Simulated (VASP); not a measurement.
Set up this calculation in VASP 6.6.1, as the native input.

```
Task                   : single point
Functional             : LDA
Potentials or basis    : VASP PAW LDA potentials, release 64 (Mg, O)
Cutoff                 : 520 eV
k mesh                 : 12 × 12 × 12
Occupations            : gaussian, width 0.05 eV
Spin                   : no spin polarisation
Dipole correction      : no
Further INCAR settings : ALGO = Normal; EDIFF = 1e-06; NBANDS = 14
```

The structure of MgO2 lies in POSCAR:

```
MgO2
1.0
    1.8454751684      1.0654855853      3.4939788749
   -1.8454751684      1.0654855853      3.4939788749
    0.0000000000     -2.1309711705      3.4939788749
Mg O
1 2
Direct
    0.0000000000      0.0000000000      0.0000000000
    0.4287860000      0.4287860000      0.4287860000
    0.5712140000      0.5712140000      0.5712140000
```

This cell differs from its parent crystal: strain +0.1500 x Voigt [1, 1, 0, 0, 0, 0].

One way to write it, as run:

INCAR

```
  PREC = Accurate
  ENCUT = 520
  EDIFF = 1E-6
  ISMEAR = 0
  SIGMA = 0.05
  LREAL = F
  LASPH = T
  NELM = 80
  ALGO = Normal
  ISIF = 2
  LWAVE = F
  LCHARG = F
  NBANDS = 14
```

KPOINTS

```
regular mesh
0
Gamma
  12 12 12
```

Potentials or basis: VASP PAW LDA potentials, release 64 (Mg, O).

The run is started by

```sh
$ cat potpaw_LDA.64/Mg/POTCAR potpaw_LDA.64/O/POTCAR > POTCAR
$ mpirun -np 1 vasp_std > vasp.out
```

It gave:

```json
{
  "Pressure": "-21.7 GPa",
  "Largest force": "0.709 eV/Å",
  "Band gap on the k mesh": "1.68 eV (least direct gap 1.93 eV)"
}
```

Caveat: the cell differs from its parent crystal (strain +0.1500 x Voigt [1, 1, 0, 0, 0, 0]); the cell stands under tension.

Run time: 3.1 min on 1 thread of AMD EPYC 7R13, with other jobs on the host, peak memory 0.2 GiB.
